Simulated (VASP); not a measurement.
# WSe2 (P-3m1) in VASP: further runs

The runs below take WSe2 through single point, relaxation of cell and atoms, with r2SCAN+rVV10.

Everything below comes from runs of VASP 6.6.1. Logs are shortened: lines on timing, memory, paths and dates and some standing lists are left out, and cuts for length are marked.

## 1. The cell of the first run

It takes space group P-3m1 (No. 164, trigonal). The conventional cell has a = 3.315 Å, b = 3.315 Å, c = 6.519 Å, α = 90.00°, β = 90.00°, γ = 120.00°. W (site symmetry -3m) has 6 Se at 2.54 Å and 6 W at 3.32 Å within 3.4 Å. Se (site symmetry 3m) has 3 W at 2.54 Å and 6 Se at 3.32 Å within 3.4 Å.

## 2. Single point, r2SCAN+rVV10

POSCAR

```
WSe2
1.0
    3.3153441808      0.0000000000      0.0000000000
   -1.6576720904      2.8711722829      0.0000000000
    0.0000000000      0.0000000000      6.5191986994
W Se
1 2
Direct
    0.0000000000      0.0000000000      0.0000000000
    0.3333333333      0.6666666667      0.2571683814
    0.6666666667      0.3333333333      0.7428316186
```

INCAR.step1

```
SYSTEM = WSe2
PREC = Accurate
ENCUT = 520
ISMEAR = -1
SIGMA = 0.02
LREAL = .False.
LASPH = .True.
NELM = 80
NBANDS = 20
GGA = PE
ALGO = Normal
EDIFF = 1E-4
LWAVE = .True.
LCHARG = .False.
```

INCAR.step2

```
SYSTEM = WSe2
PREC = Accurate
ENCUT = 520
EDIFF = 1E-7
ISMEAR = -1
SIGMA = 0.02
LREAL = .False.
LASPH = .True.
NELM = 80
ALGO = Normal
ISIF = 2
LWAVE = .False.
LCHARG = .False.
METAGGA = R2SCAN
LMIXTAU = .True.
LUSE_VDW = .True.
IVDW_NL = 2
BPARAM = 11.95
CPARAM = 0.0093
NBANDS = 20
ISTART = 1
```

KPOINTS

```
Automatic mesh
0
Gamma
  12 12 4
  0 0 0
```

Potentials or basis: VASP PAW PBE potentials, release 64 (W_sv, Se).

On the command line:

```console
$ cat potpaw_PBE.64/W_sv/POTCAR potpaw_PBE.64/Se/POTCAR > POTCAR
$ cp INCAR.step1 INCAR
$ mpirun -np 1 vasp_std > vasp.out
$ cp INCAR.step2 INCAR
$ mpirun -np 1 vasp_std > vasp.out
```

OUTCAR:

```text
SYSTEM = WSe2
   PREC = Accurate
   ENCUT = 520
   EDIFF = 1E-7
   ISMEAR = -1
   LREAL = .False.
   LASPH = .True.
   NELM = 80
   ISIF = 2
   METAGGA = R2SCAN
   IVDW_NL = 2
   BPARAM = 11.95
   ISTART = 1

 ion  position               nearest neighbor table
   1  0.000  0.000  0.000-   2 2.54   3 2.54   3 2.54   2 2.54   3 2.54   2 2.54
   2  0.333  0.667  0.257-   1 2.54   1 2.54   1 2.54
   3  0.667  0.333  0.743-   1 2.54   1 2.54   1 2.54

  LATTYP: Found a hexagonal cell.
 ALAT       =     3.3153441808
 C/A-ratio  =     1.9663716175

  Lattice vectors:

 A1 = (   3.3153441808,   0.0000000000,   0.0000000000)
 A2 = (  -1.6576720904,   2.8711722829,   0.0000000000)
 A3 = (   0.0000000000,   0.0000000000,   6.5191986994)

Analysis of symmetry for initial positions (statically):
=====================================================================
 Subroutine PRICEL returns:
 Original cell was already a primitive cell.

 Routine SETGRP: Setting up the symmetry group for a
 hexagonal supercell.

 Subroutine GETGRP returns: Found 12 space group operations
 (whereof 12 operations were pure point group operations)
 out of a pool of 24 trial point group operations.

The static configuration has the point symmetry D_3d.

Analysis of symmetry for dynamics (positions and initial velocities):
=====================================================================
 Subroutine PRICEL returns:
 Original cell was already a primitive cell.

 Routine SETGRP: Setting up the symmetry group for a
 hexagonal supercell.

 Subroutine GETGRP returns: Found 12 space group operations
 (whereof 12 operations were pure point group operations)
 out of a pool of 24 trial point group operations.

The dynamic configuration has the point symmetry D_3d.

 Subroutine INISYM returns: Found 12 space group operations
 (whereof 12 operations are pure point group operations),
 and found     1 'primitive' translations

----------------------------------------------------------------------------------------

                                     Primitive cell

  volume of cell :      62.0558

  direct lattice vectors                    reciprocal lattice vectors
     3.315344181  0.000000000  0.000000000     0.301627809  0.174144896  0.000000000
    -1.657672090  2.871172283  0.000000000     0.000000000  0.348289793  0.000000000
     0.000000000  0.000000000  6.519198699     0.000000000  0.000000000  0.153393085

  length of vectors
     3.315344181  3.315344181  6.519198699     0.348289793  0.348289793  0.153393085

  position of ions in fractional coordinates (direct lattice)
     0.000000000  0.000000000  0.000000000
     0.333333333  0.666666667  0.257168381
     0.666666667  0.333333333  0.742831619

  ion indices of the primitive-cell ions
   primitive index   ion index
                 1           1
                 2           2
                 3           3

----------------------------------------------------------------------------------------

 KPOINTS: Automatic mesh

Automatic generation of k-mesh.
 Grid dimensions read from file:
 generate k-points for:   12   12    4

 Generating k-lattice:

  Cartesian coordinates                     Fractional coordinates (reciprocal lattice)
     0.025135651  0.014512075  0.000000000     0.083333333  0.000000000  0.000000000
     0.000000000  0.029024149  0.000000000     0.000000000  0.083333333  0.000000000
     0.000000000  0.000000000  0.038348271     0.000000000  0.000000000  0.250000000

  Length of vectors
     0.029024149  0.029024149  0.038348271

  Shift w.r.t. Gamma in fractional coordinates (k-lattice)
     0.000000000  0.000000000  0.000000000

 Subroutine IBZKPT returns following result:
 ===========================================

 Found     69 irreducible k-points:

 Following reciprocal coordinates:
            Coordinates               Weight
  0.000000  0.000000  0.000000      1.000000
  0.083333 -0.000000  0.000000      6.000000
  0.166667 -0.000000  0.000000      6.000000
  0.250000  0.000000  0.000000      6.000000
  0.333333  0.000000  0.000000      6.000000
  0.416667 -0.000000  0.000000      6.000000
[... 16 lines left out ...]
  0.166667 -0.000000  0.250000      6.000000
  0.000000  0.166667  0.250000      6.000000
 [... further k-points ...]
   k-points           NKPTS =     69   k-points in BZ     NKDIM =     69   number of bands    NBANDS=     20
   number of dos      NEDOS =    301   number of ions     NIONS =      3
   total plane-waves  NPLWV =  37632
   dimension x,y,z NGX =    28 NGY =   28 NGZ =   48
   dimension x,y,z NGXF=    56 NGYF=   56 NGZF=   96
   ions per type =               1   2
   NGX,Y,Z   is equivalent  to a cutoff of  14.04, 14.04, 12.24 a.u.
   NGXF,Y,Z  is equivalent  to a cutoff of  28.08, 28.08, 24.48 a.u.
 SYSTEM =  WSe2
   PREC   = accura    normal or accurate (medium, high low for compatibility)
   ISTART =      1    job   : 0-new  1-cont  2-samecut
   ICHARG =      0    charge: 1-file 2-atom 10-const
   ISPIN  =      1    spin polarized calculation?
   LNONCOLLINEAR =      F non collinear calculations
   LSORBIT =      F    spin-orbit coupling
   LASPH  =      T    aspherical Exc in radial PAW
   ENCUT  =  520.0 eV  38.22 Ry    6.18 a.u.   6.16  6.16 12.12*2*pi/ulx,y,z
   NELM   =     80;   NELMIN=  2; NELMDL=  0     # of ELM steps
   EDIFF  = 0.1E-06   stopping-criterion for ELM
   LREAL  =      F    real-space projection
   EDIFFG = 0.1E-05   stopping-criterion for IOM
   NSW    =      0    number of steps for IOM
   IBRION =     -1    ionic relax: 0-MD 1-quasi-New 2-CG
   NFREE  =      0    steps in history (QN), initial steepest desc. (CG)
   ISIF   =      2    stress and relaxation
   ISYM   =      2    0-nonsym 1-usesym 2-fastsym
   POTIM  = 0.5000    time-step for ionic-motion
   TEBEG  =    0.0;   TEEND  =   0.0 temperature during run
   PSTRESS=    0.0 pullay stress
   NELECT =      26.0000    total number of electrons
   NUPDOWN=      -1.0000    fix difference up-down
   EMIN   =  10.00;   EMAX   =-10.00  energy-range for DOS
   EFERMI =   0.00;   METHOD = LEGACY
   ISMEAR =    -1;   SIGMA  =   0.02  broadening in eV -4-tet -1-fermi 0-gaus
   EFERMI_NEDOS =   21; number of points for ismear=-14 and -15
   IALGO  =     38    algorithm
   IMIX   =      4    mixing-type and parameters
     AMIX     =   0.40;   BMIX     =  1.00
     AMIX_MAG =   1.60;   BMIX_MAG =  1.00
  volume/ion in A,a.u.               =      20.69       139.59
  Fermi-wavevector in a.u.,A,eV,Ry     =   1.225007  2.314928 20.417477  1.500642
  Thomas-Fermi vector in A             =   2.360061
   LORBIT       =      0    0 simple, 1 ext, 2 COOP (PROOUT), +10 PAW based schemes
   METAGGA = R2SCAN    functional components
   LHFCALC =     F    Hartree Fock is set to
   AEXX    =    0.0000 exact exchange contribution
   IVDW_NL    =     2    kernel type
   BPARAM     =11.9500
   IVDW    =     0    specifies the selected vdW correction
   LEPSILON=     F    determine dielectric tensor
   LRPA    =     F    only Hartree local field effects (RPA)
 non-spin polarized calculation
  energy-cutoff  :      520.00
  volume of cell :       62.06
 maximum number of plane-waves:      1698
 NGX is ok and might be reduce to    28
   NGX = 13   NGY = 13   NGZ = 25

 number of electron      26.0000001 magnetization

 Free energy of the ion-electron system (eV)
  ---------------------------------------------------
  ext. energy  EPLUGINS =         0.00000000
  ---------------------------------------------------
  free energy    TOTEN  =       -80.43144362 eV

  energy without entropy =      -80.42947184  energy(sigma->0) =      -80.43045773

 E-fermi :   6.4251     XC(G=0): -11.3459

 val. band max:        6.4195347692   @ k =   0.0000   0.0000   0.0000
 cond. band min:       6.4362177752   @ k =   0.2500   0.1667   0.2500
 fundamental gap:      0.0166830061
 Fermi energy:         6.4251436044

 k-point     1 :       0.0000    0.0000    0.0000
  band No.  band energies     occupation
      1     -70.4502      2.00000
      2     -33.9733      2.00000
      3     -33.9733      2.00000
      4     -33.9569      2.00000
      5      -9.9217      2.00000
      6      -8.3731      2.00000
[... 12 lines left out ...]
     19      12.5318      0.00000
     20      16.1916      0.00000

 k-point     2 :       0.0833   -0.0000    0.0000
  band No.  band energies     occupation
      1     -70.4495      2.00000
      2     -33.9889      2.00000
      3     -33.9769      2.00000
      4     -33.9538      2.00000
      5      -9.8096      2.00000
      6      -8.3334      2.00000
[... 12 lines left out ...]
     19      13.1858      0.00000
     20      15.8064      0.00000

 k-point     3 :       0.1667   -0.0000    0.0000
  band No.  band energies     occupation
      1     -70.4476      2.00000
      2     -34.0313      2.00000
      3     -33.9870      2.00000
      4     -33.9455      2.00000
      5      -9.4870      2.00000
      6      -8.2207      2.00000
[... 12 lines left out ...]
     19      14.0951      0.00000
     20      15.7219      0.00000

 k-point     4 :       0.2500    0.0000    0.0000
  band No.  band energies     occupation
      1     -70.4449      2.00000
      2     -34.0887      2.00000
      3     -34.0006      2.00000
      4     -33.9340      2.00000
      5      -8.9991      2.00000
      6      -8.0532      2.00000
[... 12 lines left out ...]
     19      13.8783      0.00000
     20      14.7524      0.00000

 k-point     5 :       0.3333    0.0000    0.0000
  band No.  band energies     occupation
      1     -70.4422      2.00000
      2     -34.1456      2.00000
      3     -34.0142      2.00000
      4     -33.9225      2.00000
      5      -8.4470      2.00000
      6      -7.8489      2.00000
[... 12 lines left out ...]
     19      13.1318      0.00000
     20      14.1128      0.00000
[... 353 lines left out ...]
      6      -8.5113      2.00000
[... 12 lines left out ...]
     19      13.3803      0.00000
     20      15.8928      0.00000

 k-point    22 :       0.0000    0.0833    0.2500
  band No.  band energies     occupation
      1     -70.4495      2.00000
      2     -33.9889      2.00000
      3     -33.9769      2.00000
      4     -33.9538      2.00000
      5      -9.7059      2.00000
      6      -8.5091      2.00000
[... 12 lines left out ...]
     19      13.3390      0.00000
     20      15.5665      0.00000

 k-point    23 :       0.1667   -0.0000    0.2500
  band No.  band energies     occupation
      1     -70.4476      2.00000
      2     -34.0313      2.00000
      3     -33.9870      2.00000
      4     -33.9455      2.00000
      5      -9.3801      2.00000
      6      -8.3870      2.00000
[... 12 lines left out ...]
     19      14.3914      0.00000
     20      15.5443      0.00000

 k-point    24 :       0.0000    0.1667    0.2500
  band No.  band energies     occupation
      1     -70.4476      2.00000
      2     -34.0313      2.00000
      3     -33.9870      2.00000
      4     -33.9455      2.00000
      5      -9.3915      2.00000
      6      -8.3687      2.00000
[... 12 lines left out ...]
     19      13.9123      0.00000
     20      15.1389      0.00000

 [... further k-points ...]
[... 5 lines left out ...]
  --------------------------------------------------------------------------------------
  -------------------------------------------------------------------------------------
  Total        0.2511840      0.2511840      0.2200185      0.0000000      0.0000000      0.0000000
  in kB        6.4851576      6.4851576      5.6805150      0.0000000      0.0000000      0.0000000
  external PRESSURE =       6.2169434 kB  Pullay stress =       0.0000000 kB

 VOLUME and BASIS-vectors are now :
 -----------------------------------------------------------------------------
  energy-cutoff  :      520.00
  volume of cell :       62.06
      direct lattice vectors                 reciprocal lattice vectors
     3.315344181  0.000000000  0.000000000     0.301627809  0.174144896  0.000000000
    -1.657672090  2.871172283  0.000000000     0.000000000  0.348289793  0.000000000
     0.000000000  0.000000000  6.519198699     0.000000000  0.000000000  0.153393085

 POSITION                                       TOTAL-FORCE (eV/Angst)
 -----------------------------------------------------------------------------------
      0.00000      0.00000      0.00000         0.000000      0.000000     -0.000000
     -0.00000      1.91411      1.67653        -0.000000     -0.000000      0.057364
      1.65767      0.95706      4.84267         0.000000      0.000000     -0.057364
 -----------------------------------------------------------------------------------
    total drift:                               -0.000000     -0.000000     -0.000000

  FREE ENERGIE OF THE ION-ELECTRON SYSTEM (eV)
  ---------------------------------------------------
  free  energy   TOTEN  =       -80.4314436165 eV

  energy  without entropy=      -80.4294718357  energy(sigma->0) =      -80.43045773
```

Wall time 3 min (1 thread of AMD EPYC 9R45 (Zen 5), shared host); peak memory 0.36 GiB.

What came out:

```yaml
Free_energy: -80.4314 eV
Pressure: 0.6 GPa
Largest_force: 0.057 eV/Å
Band_gap_on_the_k_mesh: zero (bands 13 and 14 overlap by 0.94 eV)
```

Forces in eV/Å, atoms in the order of the input:
```
W    0.000  0.000  0.000
Se   0.000  0.000  0.057
Se   0.000  0.000 -0.057
```

Caveat: the PAW data sets were made with another functional, which shifts forces and pressure a little; spin-orbit coupling is left out, which moves the levels of the heavy elements.

## 3. Relaxation of cell and atoms, r2SCAN+rVV10

This run uses another cell than the first one, of 19.98 Å³/atom.

POSCAR

```
WSe2
1.0
    3.2606508271      0.0000000000      0.0000000000
   -1.6303254135      2.8238064491      0.0000000000
    0.0000000000      0.0000000000      6.5093770288
W Se
1 2
Direct
    0.0000000000      0.0000000000      0.0000000000
    0.3333333333      0.6666666667      0.2645230001
    0.6666666667      0.3333333333      0.7354769999
```

INCAR.step1

```
PREC = Accurate
ENCUT = 600
ISMEAR = -1
SIGMA = 0.02
LREAL = F
LASPH = T
NELM = 80
GGA = PE
ALGO = Normal
EDIFF = 1E-4
LWAVE = T
LCHARG = F
```

INCAR.step2

```
PREC = Accurate
ENCUT = 600
EDIFF = 1E-6
ISMEAR = -1
SIGMA = 0.02
LREAL = F
LASPH = T
NELM = 80
ALGO = Normal
ISIF = 3
LWAVE = F
LCHARG = F
METAGGA = R2SCAN
LMIXTAU = T
LUSE_VDW = T
IVDW_NL = 2
BPARAM = 11.95
CPARAM = 0.0093
IBRION = 2
NSW = 80
EDIFFG = -0.005
ISTART = 1
```

KPOINTS

```
regular mesh
0
Gamma
  12 12 4
```

Potentials or basis: VASP PAW PBE potentials, release 64 (W_sv, Se).

On the command line:

```console
$ cat potpaw_PBE.64/W_sv/POTCAR potpaw_PBE.64/Se/POTCAR > POTCAR
$ cp INCAR.step1 INCAR
$ mpirun -np 1 vasp_std > vasp.out
$ cp INCAR.step2 INCAR
$ mpirun -np 1 vasp_std > vasp.out
```

It took 38 min on 1 thread of AMD EPYC 9R45 (Zen 5), shared host; peak memory 0.41 GiB.

The run converged. Its results:

```
Free energy                           : -80.4330 eV
Relaxed volume                        : 20.81 Å³/atom
Relaxed cell                          : a = 3.325 Å, b = 3.325 Å, c = 6.519 Å, α = 90.00°, β = 90.00°, γ = 120.00°
Space group after relaxing (to 0.1 Å) : P-3m1 (No. 164)
Energy gained by relaxing             : 8.2 meV/atom
Ionic steps                           : 21
Pressure after relaxing               : 0.0 GPa
Largest force after relaxing          : 0.003 eV/Å
Band gap on the k mesh                : zero (bands 13 and 14 overlap by 0.94 eV)
```

Forces on the atoms (eV/Å):
```
W    0.000  0.000  0.000
Se   0.000  0.000  0.003
Se   0.000  0.000 -0.003
```

Step by step:
```csv
step,energy change (eV),largest force (eV/Å),pressure (GPa),volume (Å³)
1,0.0000,0.2601,1.17,59.93
2,-0.0166,0.2591,-0.44,61.21
3,-0.0189,0.2870,-1.50,62.19
4,-0.0214,0.1349,0.68,61.94
5,-0.0233,0.0373,-0.18,62.04
6,-0.0237,0.0286,-0.01,61.93
7,-0.0238,0.0196,0.18,61.83
8,-0.0240,0.0470,-0.01,61.91
9,-0.0240,0.0589,-0.08,61.95
10,-0.0241,0.0505,-0.04,61.97
11,-0.0244,0.0227,0.12,62.01
12,-0.0244,0.0102,0.20,62.03
13,-0.0245,0.0222,0.05,62.18
14,-0.0246,0.0321,-0.07,62.29
15,-0.0247,0.0105,-0.01,62.36
16,-0.0247,0.0011,0.03,62.39
17,-0.0247,0.0028,0.00,62.42
18,-0.0247,0.0086,-0.10,62.49
19,-0.0247,0.0058,-0.08,62.46
20,-0.0247,0.0039,-0.05,62.44
21,-0.0247,0.0031,-0.01,62.43
```

Final structure:
```xyz
3
Lattice="3.3254 0.0000 0.0000 -1.6627 2.8799 0.0000 0.0000 0.0000 6.5192" Properties=species:S:1:pos:R:3 pbc="T T T"
W     0.0000    0.0000    0.0000
Se    0.0000    1.9199    1.6749
Se    1.6627    0.9600    4.8443
```

Levels at points of the mesh, in eV from the Fermi level:
```
           k point  band 9  band 10  band 11  band 12  band 13  band 14  band 15  band 16  band 17
(0.00, 0.00, 0.00)   -3.83    -2.04    -1.55    -0.83    -0.83    -0.04    -0.04     3.42     3.42
(0.50, 0.00, 0.00)   -5.13    -4.07    -3.92    -2.04    -1.95     1.35     1.89     3.10     3.95
(0.00, 0.00, 0.50)   -3.81    -3.81    -0.84    -0.84    -0.43    -0.16    -0.16     3.69     3.69
(0.50, 0.00, 0.50)   -5.18    -4.17    -2.83    -2.48    -1.69     1.35     2.02     3.39     3.89
```

Caveat: the PAW data sets were made with another functional, which shifts forces and pressure a little; spin-orbit coupling is left out, which moves the levels of the heavy elements.
